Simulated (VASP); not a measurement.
# SnTe (rocksalt type): single point with PBE

Crystal: SnTe (rocksalt type).

```
Sn Te
1.0
     0.00000    2.97440    2.97440
     2.97440    0.00000    2.97440
     2.97440    2.97440    0.00000
Sn Te
1 1
Direct
  0.00000 0.00000 0.00000
  0.50000 0.50000 0.50000
```

This cell differs from its parent crystal: volume scaled by 0.8.

```
Program                : VASP 6.6.1
Task                   : single point
Functional             : PBE
Potentials or basis    : VASP PAW PBE potentials, release 64 (Sn_d, Te)
Cutoff                 : 520 eV
k mesh                 : 13 × 13 × 13
Occupations            : fermi-dirac, width 0.1 eV
Spin                   : no spin polarisation
Dipole correction      : no
Further INCAR settings : ALGO = Normal; EDIFF = 1e-06; NBANDS = 17
```

| Item | Value |
| --- | --- |
| Pressure | 14.8 GPa |

Levels at points of the mesh, in eV from the Fermi level:
```csv
k point,band 6,band 7,band 8,band 9,band 10,band 11,band 12,band 13,band 14,band 15
"(0.00, 0.00, 0.00)",-14.25,-3.88,-2.66,-2.66,-2.66,3.70,3.70,3.70,4.40,4.40
```

Run time: 23 s on 1 thread of Intel(R) Xeon(R) Platinum 8559C (Emerald Rapids), with other jobs on the host, peak memory 0.22 GiB.

Caveat: this odd mesh misses L, where the gap lies, so gap, dielectric constants and Born charges aren't listed; spin-orbit coupling is left out, which moves the levels of the heavy elements.
